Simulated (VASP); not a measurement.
**Ca: single point with r2SCAN**

Crystal: Ca.

```xyz
2
Lattice="4.0880 0.0000 0.0000 -2.0440 3.5403 0.0000 0.0000 0.0000 6.7236" Properties=species:S:1:pos:R:3 pbc="T T T"
Ca    0.0000    2.3602    1.6809
Ca    2.0440    1.1801    5.0427
```

This cell differs from its parent crystal: volume scaled by 1.12.

* Program: VASP 6.6.1
* Task: single point
* Functional: r2SCAN
* Potentials or basis: VASP PAW PBE potentials, release 64 (Ca_sv)
* Cutoff: 520 eV
* k mesh: 10 × 10 × 6
* Occupations: fermi-dirac, width 0.1 eV
* Spin: no spin polarisation
* Dipole correction: no
* Further INCAR settings: ALGO = Normal; EDIFF = 1e-06; NBANDS = 17

```yaml
Pressure: -1.6 GPa
Band_gap_on_the_k_mesh: zero (band 10 reaches 1.71 eV, above the bottom of band 11 at 1.07 eV)
```

Stress tensor (GPa, compression positive):
```
-1.59  0.00  0.00
 0.00 -1.59  0.00
 0.00  0.00 -1.74
```

Levels at points of the mesh, in eV from the Fermi level:
| k point | band 7 | band 8 | band 9 | band 10 | band 11 | band 12 | band 13 | band 14 |
| --- | --- | --- | --- | --- | --- | --- | --- | --- |
| (0.00, 0.00, 0.00) | -24.20 | -24.19 | -4.07 | -0.97 | -0.44 | 2.42 | 2.45 | 2.45 |
| (0.50, 0.00, 0.00) | -24.21 | -24.21 | -1.11 | -0.82 | 0.38 | 0.57 | 1.38 | 1.93 |
| (0.00, 0.00, 0.50) | -24.20 | -24.20 | -3.11 | -3.11 | 1.51 | 1.51 | 2.45 | 2.45 |
| (0.50, 0.00, 0.50) | -24.22 | -24.22 | -0.58 | -0.58 | -0.06 | -0.06 | 1.62 | 1.62 |

Wall time 4.7 min on 1 thread of Oxide Virtual Turin-like Processor, with other jobs on the host, peak memory 0.22 GiB.

Caveat: the PAW data sets were made with another functional, which shifts forces and pressure a little.
